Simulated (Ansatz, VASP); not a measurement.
# Ag in VASP and in Ansatz

```
Ag
1.0
     0.00000    2.02597    2.02597
     2.02597    0.00000    2.02597
     2.02597    2.02597    0.00000
Ag
1
Direct
  0.00000 0.00000 0.00000
```

Alike in both runs: task single point; functional LDA; k mesh 22 × 22 × 22; occupations fermi-dirac, width 0.1 eV; no spin polarisation.

```csv
,VASP,Ansatz
version,VASP 6.6.1,Ansatz 0.2.0
potentials or method,"VASP PAW LDA potentials, release 64 (Ag), cutoff 520 eV","plane waves (420 eV) with PAW, scalar-relativistic"
valence electrons in the cell,11,19
```

Ansatz gave:

| Quantity | Value |
| --- | --- |
| pressure (GPa) | -4.7 |

Question: Which values does VASP return?

Answer: Pressure (GPa): -4.6.

Ansatz warns that its potentials were made for another functional, while VASP's fit it. LDA's correlation is that of Perdew and Zunger in VASP and of Perdew and Wang (1992) in Ansatz. VASP's potentials hold 11 valence electrons a cell and Ansatz's 19, so a difference there can come from the potentials and not from the codes.
